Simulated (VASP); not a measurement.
A run of VASP 6.6.1:

File INCAR:

```
  PREC = Accurate
  ENCUT = 520
  EDIFF = 1E-6
  ISMEAR = 0
  SIGMA = 0.1
  LREAL = False
  LASPH = True
  NELM = 150
  ALGO = Normal
  ISIF = 2
  LWAVE = False
  LCHARG = False
  ISPIN = 2
  MAGMOM = 3 0
  LORBIT = 11
  LMAXMIX = 4
  LDAU = True
  LDAUTYPE = 2
  LDAUL = 2 -1
  LDAUU = 3.32 0
  LDAUJ = 0 0
  LDAUPRINT = 1
  GGA = PE
  NBANDS = 18
```

KPOINTS

```
regular mesh
0
Gamma
  8 8 8
```

The input POSCAR:

```
CoO
1.0
   -1.5080001529      1.5080001529      2.1072499549
    1.5080001529     -1.5080001529      2.1072499549
    1.5080001529      1.5080001529     -2.1072499549
Co O
1 1
Direct
    0.0000000000      0.0000000000      0.0000000000
    0.5000000000      0.5000000000      0.0000000000
```

Potentials or basis: VASP PAW PBE potentials, release 64 (Co, O).

Command:

```console
$ cat potpaw_PBE.64/Co/POTCAR potpaw_PBE.64/O/POTCAR > POTCAR
$ mpirun -np 1 vasp_std > vasp.out
```

Hardware: 1 thread of Intel(R) Xeon(R) 6975P-C (Granite Rapids) (shared host).

Problem. How long does it take, and how much memory?

Solution. Run time: 18 s on 1 thread of Intel(R) Xeon(R) 6975P-C (Granite Rapids), with other jobs on the host, peak memory 0.17 GiB. Counts: scf iterations 16, k points 59.
